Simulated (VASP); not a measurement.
A run of VASP 6.6.1 is set up as follows.

Contents of INCAR:

```
  PREC = Accurate
  ENCUT = 520
  EDIFF = 1E-6
  ISMEAR = 0
  SIGMA = 0.15
  LREAL = F
  LASPH = T
  NELM = 80
  ALGO = Fast
  ISIF = 2
  LWAVE = F
  LCHARG = F
  GGA = PS
  NBANDS = 35
```

File KPOINTS:

```
Automatic mesh
0
Gamma
  12 12 12
```

POSCAR

```
Ta2Si
1.0
   -3.0683767195      3.0683767195      2.3183074125
    3.0683767195     -3.0683767195      2.3183074125
    3.0683767195      3.0683767195     -2.3183074125
Ta Si
4 2
Direct
    0.6630661939      0.8369338061      0.5000000000
    0.8369338061      0.3369338061      0.1738676123
    0.3369338061      0.1630661939      0.5000000000
    0.1630661939      0.6630661939      0.8261323878
    0.2500000000      0.2500000000      0.0000000000
    0.7500000000      0.7500000000      0.0000000000
```

Potentials or basis: VASP PAW PBE potentials, release 64 (Ta_pv, Si).

Launch:

```console
$ cat potpaw_PBE.64/Ta_pv/POTCAR potpaw_PBE.64/Si/POTCAR > POTCAR
$ mpirun -np 1 vasp_std > vasp.out
```

(1) Predict the band gap on the k mesh.

(2) Estimate the pressure.

(3) Predict the largest force.

Results:

(1) zero (band 26 reaches 9.33 eV, above the bottom of band 27 at 7.77 eV).

(2) 23.9 GPa.

(3) 0.381 eV/Å.

Caveat: the cell differs from its parent crystal (strain +0.000 along x and y, -0.080 along z); the PAW data sets were made with another functional, which shifts forces and pressure a little; spin-orbit coupling is left out, which moves the levels of the heavy elements.
